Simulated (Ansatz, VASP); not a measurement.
One calculation of MoS2, two programs

```
Mo S
1.0
    -1.57647   -2.73053    0.00000
     1.57647   -2.73053    0.00000
     0.00000    0.00000   19.48960
Mo S
3 6
Direct
  0.00000 0.00000 0.76923
  0.33333 0.33333 0.15387
  0.66667 0.66667 0.46155
  0.00000 0.00000 0.54174
  0.33333 0.33333 0.84942
  0.66667 0.66667 0.23406
  0.00000 0.00000 0.38128
  0.33333 0.33333 0.68896
  0.66667 0.66667 0.07360
```

Alike in both runs: task single point; functional PBE; dispersion D3(BJ); k mesh 10 × 10 × 2; occupations gaussian, width 0.05 eV; no spin polarisation.

|  | VASP | Ansatz |
| --- | --- | --- |
| version | VASP 6.6.1 | Ansatz 0.2.0 |
| potentials or method | VASP PAW PBE potentials, release 64 (Mo_sv, S), cutoff 520 eV | scalar-relativistic, plane waves, PAW |
| valence electrons in the cell | 78 | 78 |

|  | VASP | Ansatz | Ansatz less VASP |
| --- | --- | --- | --- |
| gap on the k mesh at the Fermi level (eV) | 0.99 | 0.97 | -0.017 |
| least direct gap on the mesh (eV) | 1.91 | 1.91 | -0.004 |
| pressure (GPa) | -0.2 | -0.1 | +0.13 |
| traceless stress, the component that is largest in VASP (GPa) | -0.20 | -0.16 | +0.035 |
| rms of the force components (eV/Å) | 0.031 | 0.034 | +0.0033 |

Atom by atom the forces differ by 0.006 eV/Å (rms over components).
